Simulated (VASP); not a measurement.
# Zn2H (I4_1/amd) in VASP: notebook

Runs on Zn2H. Level: PBE. Tasks: single point, relaxation of cell and atoms.

Everything below comes from runs of VASP 6.6.1. Logs are shortened: lines on timing, memory, paths and dates and some standing lists are left out, and cuts for length are marked.

## (1) The cell of the first run

The structure is tetragonal, space group I4_1/amd (No. 141). The conventional cell has a = 3.415 Å, b = 3.415 Å, c = 11.875 Å, α = 90.00°, β = 90.00°, γ = 90.00°. Zn (site symmetry 2mm) has 3 Zn at 1.97 to 1.98 Å and 6 H at 2.61 Å within 2.7 Å. Within 3.5 Å of H (site symmetry -4m2) lie 12 Zn at 2.61 Å and 8 H at 3.42 Å.

## (2) Single point, PBE

Contents of INCAR:

```
ALGO     = Normal         # electronic algorithm
EDIFF    = 1E-6           # SCF threshold, eV
ENCUT    = 520            # plane-wave cutoff, eV
GGA      = PE             # functional
ISIF     = 2              # what is computed and relaxed
ISMEAR   = 0              # smearing method
LASPH    = True           # aspherical terms in the spheres
LCHARG   = True           # write CHGCAR
LELF     = True           # ELF
LREAL    = False          # projectors in reciprocal space
LVHAR    = True         
LWAVE    = False          # write WAVECAR
NBANDS   = 34             # bands
NELM     = 60             # most SCF steps
PREC     = Accurate       # precision mode
SIGMA    = 0.1            # smearing width, eV
```

Contents of KPOINTS:

```
k-points
0
Gamma
  8 8 8
```

Contents of POSCAR:

```
Zn2H
1.0
   -1.7076392659      1.7076392659      5.9374195124
    1.7076392659     -1.7076392659      5.9374195124
    1.7076392659      1.7076392659     -5.9374195124
Zn H
4 2
Direct
    0.4165000000      0.4165000000      0.0000000000
    0.1665000000      0.6665000000      0.5000000000
    0.3335000000      0.8335000000      0.5000000000
    0.5835000000      0.5835000000      0.0000000000
    0.0000000000      0.0000000000      0.0000000000
    0.7500000000      0.2500000000      0.5000000000
```

Potentials or basis: VASP PAW PBE potentials, release 64 (Zn, H).

On the command line:

```
$ cat potpaw_PBE.64/Zn/POTCAR potpaw_PBE.64/H/POTCAR > POTCAR
$ mpirun -np 1 vasp_std > vasp.out
```

OUTCAR:

```text
EDIFF = 1E-6
   ENCUT = 520
   GGA = PE
   ISIF = 2
   ISMEAR = 0
   LASPH = True
   LREAL = False
   NELM = 60
   PREC = Accurate

 ion  position               nearest neighbor table
   1  0.416  0.416  0.000-   3 1.97   3 1.97   4 1.98
   2  0.166  0.666  0.500-   4 1.97   4 1.97   3 1.98
   3  0.334  0.834  0.500-   1 1.97   1 1.97   2 1.98
   4  0.584  0.584  0.000-   2 1.97   2 1.97   1 1.98
   5  0.000  0.000  0.000-
   6  0.750  0.250  0.500-

  LATTYP: Found a body centered tetragonal cell.
 ALAT       =     3.4152785318
 C/A-ratio  =     3.4769752787

  Lattice vectors:

 A1 = (  -1.7076392659,   1.7076392659,   5.9374195124)
 A2 = (   1.7076392659,  -1.7076392659,   5.9374195124)
 A3 = (   1.7076392659,   1.7076392659,  -5.9374195124)

Analysis of symmetry for initial positions (statically):
=====================================================================
 Subroutine PRICEL returns:
 Original cell was already a primitive cell.

 Routine SETGRP: Setting up the symmetry group for a
 body centered tetragonal supercell.

 Subroutine GETGRP returns: Found 16 space group operations
 (whereof  8 operations were pure point group operations)
 out of a pool of 16 trial point group operations.

The static configuration has the point symmetry D_2d.
 The point group associated with its full space group is D_4h.

Analysis of symmetry for dynamics (positions and initial velocities):
=====================================================================
 Subroutine PRICEL returns:
 Original cell was already a primitive cell.

 Routine SETGRP: Setting up the symmetry group for a
 body centered tetragonal supercell.

 Subroutine GETGRP returns: Found 16 space group operations
 (whereof  8 operations were pure point group operations)
 out of a pool of 16 trial point group operations.

The dynamic configuration has the point symmetry D_2d.
 The point group associated with its full space group is D_4h.

 Subroutine INISYM returns: Found 16 space group operations
 (whereof  8 operations are pure point group operations),
 and found     1 'primitive' translations

----------------------------------------------------------------------------------------

                                     Primitive cell

  volume of cell :      69.2548

  direct lattice vectors                    reciprocal lattice vectors
    -1.707639266  1.707639266  5.937419512     0.000000000  0.292801887  0.084211668
     1.707639266 -1.707639266  5.937419512     0.292801887  0.000000000  0.084211668
     1.707639266  1.707639266 -5.937419512     0.292801887  0.292801887  0.000000000

  length of vectors
     6.409759293  6.409759293  6.409759293     0.304671217  0.304671217  0.414084400

  position of ions in fractional coordinates (direct lattice)
     0.416500000  0.416500000  0.000000000
     0.166500000  0.666500000  0.500000000
     0.333500000  0.833500000  0.500000000
     0.583500000  0.583500000  0.000000000
     0.000000000  0.000000000  0.000000000
     0.750000000  0.250000000  0.500000000

  ion indices of the primitive-cell ions
   primitive index   ion index
                 1           1
                 2           2
                 3           3
                 4           4
                 5           5
                 6           6

----------------------------------------------------------------------------------------

 KPOINTS: k-points

Automatic generation of k-mesh.
 Grid dimensions read from file:
 generate k-points for:    8    8    8

 Generating k-lattice:

  Cartesian coordinates                     Fractional coordinates (reciprocal lattice)
     0.000000000  0.036600236  0.010526458     0.125000000 -0.000000000  0.000000000
     0.036600236  0.000000000  0.010526458    -0.000000000  0.125000000  0.000000000
     0.036600236  0.036600236  0.000000000     0.000000000  0.000000000  0.125000000

  Length of vectors
     0.038083902  0.038083902  0.051760550

  Shift w.r.t. Gamma in fractional coordinates (k-lattice)
     0.000000000  0.000000000  0.000000000

 Subroutine IBZKPT returns following result:
 ===========================================

 Found     59 irreducible k-points:

 Following reciprocal coordinates:
            Coordinates               Weight
  0.000000  0.000000  0.000000      1.000000
  0.125000  0.000000 -0.000000      8.000000
  0.250000  0.000000 -0.000000      8.000000
  0.375000  0.000000  0.000000      8.000000
  0.500000  0.000000 -0.000000      4.000000
  0.125000  0.125000 -0.000000      8.000000
[... 16 lines left out ...]
  0.250000  0.125000  0.125000     16.000000
  0.375000  0.125000  0.125000      8.000000
 [... further k-points ...]
   k-points           NKPTS =     59   k-points in BZ     NKDIM =     59   number of bands    NBANDS=     34
   number of dos      NEDOS =    301   number of ions     NIONS =      6
   total plane-waves  NPLWV = 110592
   dimension x,y,z NGX =    48 NGY =   48 NGZ =   48
   dimension x,y,z NGXF=    96 NGYF=   96 NGZF=   96
   ions per type =               4   2
   NGX,Y,Z   is equivalent  to a cutoff of  12.45, 12.45, 12.45 a.u.
   NGXF,Y,Z  is equivalent  to a cutoff of  24.90, 24.90, 24.90 a.u.
 SYSTEM =  unknown system
   PREC   = accura    normal or accurate (medium, high low for compatibility)
   ISTART =      0    job   : 0-new  1-cont  2-samecut
   ICHARG =      2    charge: 1-file 2-atom 10-const
   ISPIN  =      1    spin polarized calculation?
   LNONCOLLINEAR =      F non collinear calculations
   LSORBIT =      F    spin-orbit coupling
   LASPH  =      T    aspherical Exc in radial PAW
   ENCUT  =  520.0 eV  38.22 Ry    6.18 a.u.  11.92 11.92 11.92*2*pi/ulx,y,z
   NELM   =     60;   NELMIN=  2; NELMDL= -5     # of ELM steps
   EDIFF  = 0.1E-05   stopping-criterion for ELM
   LREAL  =      F    real-space projection
   EDIFFG = 0.1E-04   stopping-criterion for IOM
   NSW    =      0    number of steps for IOM
   IBRION =     -1    ionic relax: 0-MD 1-quasi-New 2-CG
   NFREE  =      0    steps in history (QN), initial steepest desc. (CG)
   ISIF   =      2    stress and relaxation
   ISYM   =      2    0-nonsym 1-usesym 2-fastsym
   POTIM  = 0.5000    time-step for ionic-motion
   TEBEG  =    0.0;   TEEND  =   0.0 temperature during run
   PSTRESS=    0.0 pullay stress
   NELECT =      50.0000    total number of electrons
   NUPDOWN=      -1.0000    fix difference up-down
   EMIN   =  10.00;   EMAX   =-10.00  energy-range for DOS
   EFERMI =   0.00;   METHOD = LEGACY
   ISMEAR =     0;   SIGMA  =   0.10  broadening in eV -4-tet -1-fermi 0-gaus
   EFERMI_NEDOS =   21; number of points for ismear=-14 and -15
   IALGO  =     38    algorithm
   IMIX   =      4    mixing-type and parameters
     AMIX     =   0.40;   BMIX     =  1.00
     AMIX_MAG =   1.60;   BMIX_MAG =  1.00
  volume/ion in A,a.u.               =      11.54        77.89
  Fermi-wavevector in a.u.,A,eV,Ry     =   1.468638  2.775324 29.346383  2.156898
  Thomas-Fermi vector in A             =   2.584112
   LORBIT       =      0    0 simple, 1 ext, 2 COOP (PROOUT), +10 PAW based schemes
   GGA     = PE    functional components
   LHFCALC =     F    Hartree Fock is set to
   AEXX    =    0.0000 exact exchange contribution
   IVDW    =     0    specifies the selected vdW correction
   LEPSILON=     F    determine dielectric tensor
   LRPA    =     F    only Hartree local field effects (RPA)
 non-spin polarized calculation
 Gauss-broadening in eV      SIGMA  =   0.10
  energy-cutoff  :      520.00
  volume of cell :       69.25
 maximum number of plane-waves:      1890
   NGX = 23   NGY = 23   NGZ = 23

 number of electron      50.0000013 magnetization

 Free energy of the ion-electron system (eV)
  ---------------------------------------------------
  ext. energy  EPLUGINS =         0.00000000
  ---------------------------------------------------
  free energy    TOTEN  =        -0.03653523 eV

  energy without entropy =       -0.02395317  energy(sigma->0) =       -0.03024420

 E-fermi :   2.5751     XC(G=0): -11.0569

 val. band max:        2.5495828534   @ k =   0.5000   0.5000   0.1250
 cond. band min:       2.5763867019   @ k =   0.1250   0.1250  -0.0000
 fundamental gap:      0.0268038485
 Fermi energy:         2.5750902339

 k-point     1 :       0.0000    0.0000    0.0000
  band No.  band energies     occupation
      1      -8.3866      2.00000
      2      -7.4728      2.00000
      3      -7.0252      2.00000
      4      -6.9816      2.00000
      5      -6.9816      2.00000
      6      -6.4865      2.00000
[... 26 lines left out ...]
     33      12.3215      0.00000
     34      14.3598      0.00000

 k-point     2 :       0.1250    0.0000   -0.0000
  band No.  band energies     occupation
      1      -8.2180      2.00000
      2      -7.5161      2.00000
      3      -7.0439      2.00000
      4      -7.0140      2.00000
      5      -6.9852      2.00000
      6      -6.5061      2.00000
[... 26 lines left out ...]
     33      12.4515      0.00000
     34      13.4029      0.00000

 k-point     3 :       0.2500    0.0000   -0.0000
  band No.  band energies     occupation
      1      -7.8027      2.00000
      2      -7.5869      2.00000
      3      -7.1022      2.00000
      4      -7.0704      2.00000
      5      -6.9911      2.00000
      6      -6.6232      2.00000
[... 26 lines left out ...]
     33      13.3817      0.00000
     34      13.9856      0.00000

 k-point     4 :       0.3750    0.0000    0.0000
  band No.  band energies     occupation
      1      -7.5956      2.00000
      2      -7.4561      2.00000
      3      -7.2244      2.00000
      4      -7.1255      2.00000
      5      -6.9925      2.00000
      6      -6.5983      2.00000
[... 26 lines left out ...]
     33      12.4772      0.00000
     34      12.7643      0.00000

 k-point     5 :       0.5000    0.0000   -0.0000
  band No.  band energies     occupation
      1      -7.5142      2.00000
      2      -7.4775      2.00000
      3      -7.2588      2.00000
      4      -7.1311      2.00000
      5      -6.9916      2.00000
      6      -6.5628      2.00000
[... 621 lines left out ...]
 k-point    22 :       0.1250    0.1250    0.1250
  band No.  band energies     occupation
      1      -7.6280      2.00000
      2      -7.4008      2.00000
      3      -7.3132      2.00000
      4      -7.0879      2.00000
      5      -6.9086      2.00000
      6      -6.8421      2.00000
[... 26 lines left out ...]
     33      13.6147      0.00000
     34      13.6761      0.00000

 k-point    23 :       0.2500    0.1250    0.1250
  band No.  band energies     occupation
      1      -7.6064      2.00000
      2      -7.4005      2.00000
      3      -7.2382      2.00000
      4      -7.1453      2.00000
      5      -6.9130      2.00000
      6      -6.8174      2.00000
[... 26 lines left out ...]
     33      12.9932      0.00000
     34      13.2636      0.00000

 k-point    24 :       0.3750    0.1250    0.1250
  band No.  band energies     occupation
      1      -7.5340      2.00000
      2      -7.4588      2.00000
      3      -7.3424      2.00000
      4      -7.1108      2.00000
      5      -6.8575      2.00000
      6      -6.7917      2.00000
[... 26 lines left out ...]
     33      12.7422      0.00000
     34      12.9580      0.00000

 [... further k-points ...]

------------------------ aborting loop because EDIFF is reached ----------------------------------------

  FORCE on cell =-STRESS in cart. coord.  units (eV):
  Direction    XX          YY          ZZ          XY          YZ          ZX
  --------------------------------------------------------------------------------------
  -------------------------------------------------------------------------------------
  Total       18.5961155     18.5961155     37.0595924      0.0000000      0.0000000     -0.0000000
  in kB      430.2123025    430.2123025    857.3560733      0.0000000      0.0000000     -0.0000000
  external PRESSURE =     572.5935595 kB  Pullay stress =       0.0000000 kB

 VOLUME and BASIS-vectors are now :
 -----------------------------------------------------------------------------
  energy-cutoff  :      520.00
  volume of cell :       69.25
      direct lattice vectors                 reciprocal lattice vectors
    -1.707639266  1.707639266  5.937419512     0.000000000  0.292801887  0.084211668
     1.707639266 -1.707639266  5.937419512     0.292801887  0.000000000  0.084211668
     1.707639266  1.707639266 -5.937419512     0.292801887  0.292801887  0.000000000

 POSITION                                       TOTAL-FORCE (eV/Angst)
 -----------------------------------------------------------------------------------
      0.00000      0.00000      4.94587         0.000000     -0.000000      0.230882
      1.70764      0.00000      1.97716        -0.000000      0.000000      0.230882
      1.70764      0.00000      3.96026        -0.000000      0.000000     -0.230882
      0.00000      0.00000      6.92897         0.000000     -0.000000     -0.230882
      0.00000      0.00000      0.00000         0.000000      0.000000      0.000000
      0.00000      1.70764      2.96871         0.000000      0.000000      0.000000
 -----------------------------------------------------------------------------------
    total drift:                               -0.000000     -0.000000      0.000000

  FREE ENERGIE OF THE ION-ELECTRON SYSTEM (eV)
  ---------------------------------------------------
  free  energy   TOTEN  =        -0.0365352269 eV

  energy  without entropy=       -0.0239531734  energy(sigma->0) =       -0.03024420
```

Run time: 1.8 min. Hardware: 1 thread of Intel Xeon 6975P-C (Granite Rapids), shared host; peak memory 0.37 GiB.

What came out:

- Free energy: -0.0365 eV
- Pressure: 57.3 GPa
- Largest force: 0.231 eV/Å
- Band gap on the k mesh: zero (bands 25 and 26 overlap by 4.65 eV)

Forces on the atoms (eV/Å):
```
Zn   0.000  0.000  0.231
Zn   0.000  0.000  0.231
Zn   0.000  0.000 -0.231
Zn   0.000  0.000 -0.231
H    0.000  0.000  0.000
H    0.000  0.000  0.000
```

Caveat: the cell stands under pressure.

(Continued in part 2 of 2.)
